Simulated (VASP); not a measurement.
Wanted: the native input for a VASP 6.6.1 run.

| Item | Value |
| --- | --- |
| Task | single point |
| Functional | LDA |
| Potentials or basis | VASP PAW LDA potentials, release 64 (Ga_d, As) |
| Cutoff | 520 eV |
| k mesh | 11 × 11 × 11 |
| Occupations | fermi-dirac, width 0.05 eV |
| Spin | no spin polarisation |
| Dipole correction | no |
| Further INCAR settings | ALGO = Normal; EDIFF = 1e-07; NBANDS = 16 |

The structure of GaAs lies in POSCAR:

```
GaAs
1.0
    0.0000000000      2.8268500000      2.7985815000
    2.8268500000      0.0000000000      2.7985815000
    2.8268500000      2.8268500000      0.0000000000
Ga As
1 1
Direct
    0.0000000000      0.0000000000      0.0000000000
    0.7500000000      0.7500000000      0.7500000000
```

This cell differs from its parent crystal: zz strain of -1 %.

One way to write it, as run:

INCAR

```
PREC = Accurate
ENCUT = 520
EDIFF = 1E-7
ISMEAR = -1
SIGMA = 0.05
LREAL = F
LASPH = T
NELM = 100
ALGO = Normal
ISIF = 2
LWAVE = F
LCHARG = F
GGA = CA
NBANDS = 16
```

KPOINTS

```
Automatic mesh
0
Gamma
  11 11 11
```

Potentials or basis: VASP PAW LDA potentials, release 64 (Ga_d, As).

The run is started by

```sh
$ cat potpaw_LDA.64/Ga_d/POTCAR potpaw_LDA.64/As/POTCAR > POTCAR
$ mpirun -np 1 vasp_std > vasp.out
```

It gave:

```yaml
Pressure: -0.9 GPa
Band_gap_on_the_k_mesh: 0.37 eV
```

Caveat: the cell differs from its parent crystal (zz strain of -1 %).

It took 94 s on 1 thread of Intel(R) Xeon(R) 6975P-C (Granite Rapids), on a shared host, peak memory 0.21 GiB.
